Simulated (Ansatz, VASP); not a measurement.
## One calculation of SnO, two programs

```
CELL_PARAMETERS angstrom
3.50320 0.00000 0.00000
0.00000 3.50320 0.00000
0.00000 0.00000 5.02770
ATOMIC_POSITIONS crystal
Sn 0.00000 0.50000 0.24575
Sn 0.50000 0.00000 0.75425
O 0.00000 0.00000 0.00000
O 0.50000 0.50000 0.00000
```

Alike in both runs: task single point; functional LDA; k mesh 10 × 10 × 8; occupations gaussian, width 0.15 eV; no spin polarisation.

|  | VASP | Ansatz |
| --- | --- | --- |
| version | VASP 6.6.1 | Ansatz 0.2.0 |
| potentials or method | VASP PAW LDA potentials, release 64 (Sn_d, O), cutoff 520 eV | scalar-relativistic, plane waves, PAW |
| valence electrons in the cell | 40 | 40 |

VASP gave:

* gap on the k mesh at the Fermi level (eV): none
* pressure (GPa): 11.6
* traceless stress, the component that is largest in VASP (GPa): -11.91
* rms of the force components (eV/Å): 0.096

Problem. What did Ansatz give for the same quantities?

Solution. gap on the k mesh at the Fermi level (eV): none; pressure (GPa): 11.1; traceless stress, the component that is largest in VASP (GPa): -11.95; rms of the force components (eV/Å): 0.035.

LDA's correlation is that of Perdew and Zunger in VASP and of Perdew and Wang (1992) in Ansatz. Atom by atom the forces differ by 0.061 eV/Å (rms over components). A gap of «none» marks a metal or a gap that the smearing closes.
